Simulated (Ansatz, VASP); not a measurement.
**One calculation of Hf, two programs**

The input INCAR:

```
SYSTEM = Hf
PREC = Accurate ; ENCUT = 520
EDIFF = 1E-6 ; ISMEAR = -1
SIGMA = 0.1 ; LREAL = .False.
LASPH = .True. ; NELM = 100
ALGO = Normal ; ISIF = 2
LWAVE = .False. ; LCHARG = .True.
GGA = PS ; LELF = .True.
LVHAR = .True. ; NBANDS = 22
```

Contents of KPOINTS:

```
Automatic mesh
0
Gamma
  8 8 12
  0 0 0
```

The input POSCAR:

```
Hf
1.0
    4.7144963047      0.0000000000      0.0000000000
   -2.3572481523      4.0828735659      0.0000000000
    0.0000000000      0.0000000000      2.9336698366
Hf
3
Direct
    0.0000000000      0.0000000000      0.0000000000
    0.3333333333      0.6666666667      0.5000000000
    0.6666666667      0.3333333333      0.5000000000
```

Input for Ansatz:

```yaml
crystal:
  lattice:
    - [4.7144963047, 0.0, 0.0]
    - [-2.3572481523, 4.0828735659, 0.0]
    - [0.0, 0.0, 2.9336698366]
  atoms:
    - { symbol: Hf, position: [0.0, 0.0, 0.0] }
    - { symbol: Hf, position: [0.3333333333, 0.6666666667, 0.5] }
    - { symbol: Hf, position: [0.6666666667, 0.3333333333, 0.5] }
hamiltonian:
  xc: pbesol
  pseudopotentials:
    kind: paw
    azcp:
      Hf: "pseudopotentials/Hf.paw.azcp"
basis:
  ecutwfc: 420
  fft_grid_basis: typed
kpoints:
  mp_grid: { grid: [8, 8, 12], shift: [0, 0, 0] }
magnetization:
  spin_polarized: false
scf:
  occupations: { method: fermi_dirac, width: 0.1 }
  lower_state_search: "off"
output:
  stress: true
  write_density: true
  write_potential: true
  elf: true
  volumetric_format: npy
```

Alike in both runs: task single point; functional PBEsol; k mesh 8 × 8 × 12; occupations fermi-dirac, width 0.1 eV; no spin polarisation.

|  | VASP | Ansatz |
| --- | --- | --- |
| version | VASP 6.6.1 | Ansatz 0.2.0 |
| potentials or method | VASP PAW PBE potentials, release 64 (Hf_pv), cutoff 520 eV | plane waves (420 eV) with PAW, scalar-relativistic |
| valence electrons in the cell | 30 | 78 |

Ansatz gave:

```
pressure (GPa)                                                : 18.4
traceless stress, the component that is largest in VASP (GPa) : 0.20
```

Question: Estimate VASP's values.

Answer: Pressure (GPa): 18.0; traceless stress, the component that is largest in VASP (GPa): 0.39.

VASP's potentials were made for PBE, not for PBEsol, and Ansatz warns of the same on its side. VASP's potentials hold 30 valence electrons a cell and Ansatz's 78, so a difference there can come from the potentials and not from the codes.

Spin-orbit coupling is off throughout.
